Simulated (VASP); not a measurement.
# C (C2/m) in VASP: notebook, part 2 of 2

VASP 6.6.1.

## (3) Single point, PBEsol+D3(BJ)

Input file INCAR:

```
  ALGO = Normal
  EDIFF = 1E-6
  ENCUT = 520
  GGA = PS
  ISIF = 2
  ISMEAR = -1
  IVDW = 12
  LASPH = T
  LCHARG = F
  LREAL = F
  LWAVE = F
  NBANDS = 11
  NELM = 100
  PREC = Accurate
  SIGMA = 0.1
```

Input file KPOINTS:

```
Automatic mesh
0
Gamma
  8 8 5
  0.5 0.5 0
```

Input file POSCAR:

```
C
1.0
    2.1268278730     -1.2302314404     -0.0020029112
    2.1268278730      1.2302314404     -0.0020029112
   -1.3820483788      0.0000000000      3.3068697266
C
2
Direct
    0.8335889105      0.8335889105      0.0001552359
    0.1664110895      0.1664110895      0.9998447641
```

Potentials or basis: VASP PAW PBE potentials, release 64 (C).

The run is started by

```console
$ cat potpaw_PBE.64/C/POTCAR > POTCAR
$ mpirun -np 1 vasp_std > vasp.out
```

Run time: 6.5 s. Hardware: 1 thread of Intel Xeon 6975P-C (Granite Rapids), shared host; peak memory 0.13 GiB.

The run converged. Its results:

```yaml
Free_energy: -19.5061 eV
Pressure: 0.7 GPa
Band_gap_on_the_k_mesh: 0.44 eV, direct
Dispersion_energy_per_atom: -0.112 eV
```

Stress tensor (GPa, compression positive):
```
 1.08  0.00  0.00
 0.00  1.08  0.00
 0.00  0.00 -0.09
```

Levels at points of the mesh, in eV from the valence-band top:
| k point | band 2 | band 3 | band 4 | band 5 | band 6 | band 7 |
| --- | --- | --- | --- | --- | --- | --- |
| (0.06, 0.06, 0.00) | -6.34 | -3.22 | -3.01 | 4.46 | 8.63 | 8.89 |

Caveat: the PAW data sets were made with another functional, which shifts forces and pressure a little. A k mesh can miss the band edges.

## (4) Single point, BLYP+D3(BJ)

Input file INCAR:

```
SYSTEM = C
AGGAC = 1.0
AGGAX = 1.0
ALDAC = 0.0
ALDAX = 1.0
ALGO = Normal
EDIFF = 1E-7
ENCUT = 520
GGA = B5
ISIF = 2
ISMEAR = -1
IVDW = 12
LASPH = .True.
LCHARG = .False.
LREAL = .False.
LWAVE = .False.
NBANDS = 11
NELM = 100
PREC = Accurate
SIGMA = 0.1
VDW_A1 = 0.4298
VDW_A2 = 4.2359
VDW_S6 = 1.0
VDW_S8 = 2.6996
```

KPOINTS is that of step 3.

Input file POSCAR:

```
C
1.0
    2.1370649597     -1.2360924086     -0.0017922751
    2.1370649597      1.2360924086     -0.0017922751
   -1.3883379030      0.0000000000      3.2819343228
C
2
Direct
    0.8336374588      0.8336374588      0.0002408844
    0.1663625412      0.1663625412      0.9997591156
```

The run is started by

```console
$ cat potpaw_PBE.64/C/POTCAR > POTCAR
$ mpirun -np 1 vasp_std > vasp.out
```

It took 9.2 s on 1 thread of Intel Xeon 6975P-C (Granite Rapids), shared host; peak memory 0.13 GiB.

Results (log left out):

- Free energy: -17.8736 eV
- Pressure: 0.4 GPa
- Band gap on the k mesh: 0.40 eV, direct
- Dispersion energy per atom: -0.305 eV

Stress tensor (GPa, compression positive):
```
 0.57  0.00  0.00
 0.00  0.58  0.00
 0.00  0.00 -0.08
```

Levels at points of the mesh, in eV from the valence-band top:
```tsv
k point	band 2	band 3	band 4	band 5	band 6	band 7
(0.06, 0.06, 0.00)	-6.17	-3.43	-3.22	4.84	8.59	8.82
```

Caveat: the PAW data sets were made with another functional, which shifts forces and pressure a little.

## (5) Relaxation of cell and atoms, LDA

This run uses another cell than the first one, of 9.15 Å³/atom, 1.056 times its volume.

Input file INCAR:

```
ALGO = Normal
EDIFF = 1E-6
EDIFFG = -0.05
ENCUT = 600
GGA = CA
IBRION = 2
ISIF = 3
ISMEAR = -1
LASPH = T
LCHARG = F
LREAL = F
LWAVE = F
NELM = 100
NSW = 80
PREC = Accurate
SIGMA = 0.1
```

KPOINTS is that of step 4.

Input file POSCAR:

```
C
1.0
    2.1273203100     -1.2282824400      0.0000000000
    2.1273203100      1.2282824400      0.0000000000
   -1.3790696300      0.0000000000      3.5028300800
C
2
Direct
    0.8333555300      0.8333555300      0.0000930400
    0.1666444700      0.1666444700      0.9999069600
```

Potentials or basis: VASP PAW LDA potentials, release 64 (C).

The run is started by

```console
$ cat potpaw_LDA.64/C/POTCAR > POTCAR
$ mpirun -np 1 vasp_std > vasp.out
```

Run time: 44 s. Hardware: 1 thread of Intel Xeon 6975P-C (Granite Rapids), shared host; peak memory 0.12 GiB.

The run converged. Its results:

```yaml
Free_energy: -20.2337 eV
Relaxed_volume: 8.52 Å³/atom
Relaxed_cell: a = 2.444 Å, b = 2.444 Å, c = 3.564 Å, α = 109.45°, β = 109.45°, γ = 60.16°
Space_group_after_relaxing_to_0.05_Å: C2/m (No. 12)
Energy_gained_by_relaxing: 3.9 meV/atom
Ionic_steps: 16
Pressure_after_relaxing: -0.1 GPa
Largest_force_after_relaxing: 0.018 eV/Å
Band_gap_on_the_k_mesh: 0.43 eV, direct
```

Forces on the atoms (eV/Å):
```
C    0.014  0.000  0.011
C   -0.014  0.000 -0.011
```

Stress tensor (GPa, compression positive):
```
 0.32  0.00 -0.02
 0.00 -0.77  0.00
-0.02  0.00  0.11
```

Step by step:
| step | energy change (eV) | largest force (eV/Å) | pressure (GPa) | volume (Å³) |
| --- | --- | --- | --- | --- |
| 1 | 0.0000 | 0.1461 | -3.80 | 18.31 |
| 2 | 0.0167 | 0.8499 | 8.19 | 17.74 |
| 3 | -0.0028 | 0.0937 | -0.68 | 18.15 |
| 4 | -0.0028 | 0.0981 | -0.62 | 18.14 |
| 5 | -0.0022 | 0.3135 | 0.72 | 18.03 |
| 6 | -0.0030 | 0.0464 | -0.17 | 18.10 |
| 7 | -0.0036 | 0.0431 | -0.15 | 18.03 |
| 8 | -0.0050 | 0.0343 | -0.14 | 17.80 |
| 9 | -0.0055 | 0.0256 | -0.02 | 17.34 |
| 10 | -0.0057 | 0.0267 | -0.04 | 17.49 |
| 11 | -0.0059 | 0.0293 | -0.04 | 17.47 |
| 12 | -0.0065 | 0.0383 | -0.12 | 17.39 |
| 13 | -0.0073 | 0.0572 | -0.21 | 17.24 |
| 14 | -0.0075 | 0.0918 | -0.36 | 16.94 |
| 15 | -0.0076 | 0.0795 | -0.29 | 17.05 |
| 16 | -0.0077 | 0.0179 | -0.11 | 17.05 |

Final structure:
```
CELL_PARAMETERS angstrom
2.11519 -1.22507 -0.00012
2.11519 1.22507 -0.00012
-1.37139 0.00000 3.28942
ATOMIC_POSITIONS crystal
C 0.83349 0.83349 0.00009
C 0.16651 0.16651 0.99991
```

Levels at points of the mesh, in eV from the valence-band top:
```csv
k point,band 1,band 2,band 3,band 4,band 5,band 6,band 7,band 8
"(0.06, 0.06, 0.00)",-19.42,-6.39,-3.22,-3.05,4.30,8.70,8.96,11.31
```

Caveat: the relaxation stopped at a loose force limit of 0.05 eV/Å, so its end isn't a converged minimum. A k mesh can miss the band edges.

## (6) Relaxation of cell and atoms, PBEsol+D3(BJ)

This run uses another cell than the first one, of 9.15 Å³/atom, 1.056 times its volume.

Input file INCAR:

```
SYSTEM = C
PREC = Accurate
ENCUT = 600
EDIFF = 1E-7
ISMEAR = -1
SIGMA = 0.1
LREAL = .False.
LASPH = .True.
NELM = 100
ALGO = Normal
ISIF = 3
LWAVE = .False.
LCHARG = .False.
GGA = PS
IVDW = 12
IBRION = 2
NSW = 80
EDIFFG = -0.05
```

KPOINTS is that of step 5.

POSCAR is that of step 5.

Potentials or basis: VASP PAW PBE potentials, release 64 (C).

The run is started by

```console
$ cat potpaw_PBE.64/C/POTCAR > POTCAR
$ mpirun -np 1 vasp_std > vasp.out
```

It took 58 s on 1 thread of Intel Xeon 6975P-C (Granite Rapids), shared host; peak memory 0.14 GiB.

It converged, with:

```yaml
Free_energy: -19.5127 eV
Relaxed_volume: 8.55 Å³/atom
Relaxed_cell: a = 2.457 Å, b = 2.457 Å, c = 3.544 Å, α = 109.67°, β = 109.67°, γ = 60.15°
Space_group_after_relaxing_to_0.05_Å: C2/m (No. 12)
Energy_gained_by_relaxing: 3.9 meV/atom
Ionic_steps: 14
Pressure_after_relaxing: 0.1 GPa
Largest_force_after_relaxing: 0.016 eV/Å
Band_gap_on_the_k_mesh: 0.39 eV, direct
Dispersion_energy_per_atom: -0.113 eV
```

Forces in eV/Å, atoms in the order of the input:
```
C    0.001  0.000  0.016
C   -0.001  0.000 -0.016
```

Stress tensor (GPa, compression positive):
```
 0.73  0.00 -0.02
 0.00 -0.43  0.00
-0.02  0.00  0.12
```

The path:
| step | energy change (eV) | largest force (eV/Å) | pressure (GPa) | volume (Å³) |
| --- | --- | --- | --- | --- |
| 1 | 0.0000 | 0.1476 | 0.43 | 18.31 |
| 2 | 0.0054 | 0.7551 | -2.79 | 18.37 |
| 3 | -0.0007 | 0.0783 | -0.42 | 18.32 |
| 4 | -0.0013 | 0.0706 | -1.52 | 18.28 |
| 5 | -0.0013 | 0.0692 | -1.61 | 18.28 |
| 6 | -0.0018 | 0.0683 | -1.46 | 18.23 |
| 7 | -0.0031 | 0.0654 | -1.01 | 18.08 |
| 8 | -0.0049 | 0.0591 | -0.06 | 17.78 |
| 9 | -0.0054 | 0.0462 | 2.04 | 17.19 |
| 10 | -0.0058 | 0.0513 | 1.10 | 17.44 |
| 11 | -0.0064 | 0.0446 | 0.94 | 17.39 |
| 12 | -0.0075 | 0.0242 | 0.46 | 17.21 |
| 13 | -0.0068 | 0.0412 | -0.46 | 16.86 |
| 14 | -0.0078 | 0.0157 | 0.14 | 17.09 |

Final structure:
```yaml
crystal:
  lattice:
    - [2.12609, -1.23125, -0.00016]
    - [2.12609, 1.23125, -0.00016]
    - [-1.37852, 0.00000, 3.26513]
  atoms:
    - { symbol: C, position: [0.83350, 0.83350, 0.00005] }
    - { symbol: C, position: [0.16650, 0.16650, 0.99995] }
```

Levels at points of the mesh, in eV from the valence-band top:
```csv
k point,band 1,band 2,band 3,band 4,band 5,band 6,band 7,band 8
"(0.06, 0.06, 0.00)",-19.52,-6.29,-3.23,-3.05,4.55,8.60,8.85,11.21
```

Caveat: the PAW data sets were made with another functional, which shifts forces and pressure a little; the relaxation stopped at a loose force limit of 0.05 eV/Å, so its end isn't a converged minimum. A k mesh can miss the band edges.

## (7) Summary

| task | level | potentials or basis | cell | cutoff (eV) | gap on the mesh (eV) | pressure (GPa) | relaxed volume (Å³/atom) | largest force (eV/Å) |
| --- | --- | --- | --- | --- | --- | --- | --- | --- |
| single point | LDA | VASP PAW LDA potentials, release 64 (C) | a = 2.444, b = 2.444, c = 3.620 Å, angles 109.2, 109.2, 60.1°, 2 atoms | 520 | 0.51 | 0.8 | - | - |
| single point | PBEsol+D3(BJ) | VASP PAW PBE potentials, release 64 (C) | a = 2.457, b = 2.457, c = 3.584 Å, angles 109.5, 109.5, 60.1°, 2 atoms | 520 | 0.44 | 0.7 | - | - |
| single point | BLYP+D3(BJ) | VASP PAW PBE potentials, release 64 (C) | a = 2.469, b = 2.469, c = 3.564 Å, angles 109.7, 109.7, 60.1°, 2 atoms | 520 | 0.40 | 0.4 | - | - |
| relaxation of cell and atoms | LDA | VASP PAW LDA potentials, release 64 (C) | relaxed from a = 2.456, b = 2.456, c = 3.765 Å, angles 108.5, 108.5, 60.0°, 2 atoms | 600 | 0.43 | -0.1 | 8.52 | 0.02 |
| relaxation of cell and atoms | PBEsol+D3(BJ) | VASP PAW PBE potentials, release 64 (C) | relaxed from a = 2.456, b = 2.456, c = 3.765 Å, angles 108.5, 108.5, 60.0°, 2 atoms | 600 | 0.39 | 0.1 | 8.55 | 0.02 |

Alike in all rows: no spin polarisation; k mesh 8 × 8 × 5, shifted; smearing fermi-dirac 0.1 eV.

Caveats: the PAW data sets were made with another functional, which shifts forces and pressure a little (some runs); the relaxation stopped at a loose force limit of 0.05 eV/Å, so its end isn't a converged minimum (some runs).

Total energies depend on the potentials used, so only differences within one code and one set of settings carry meaning.
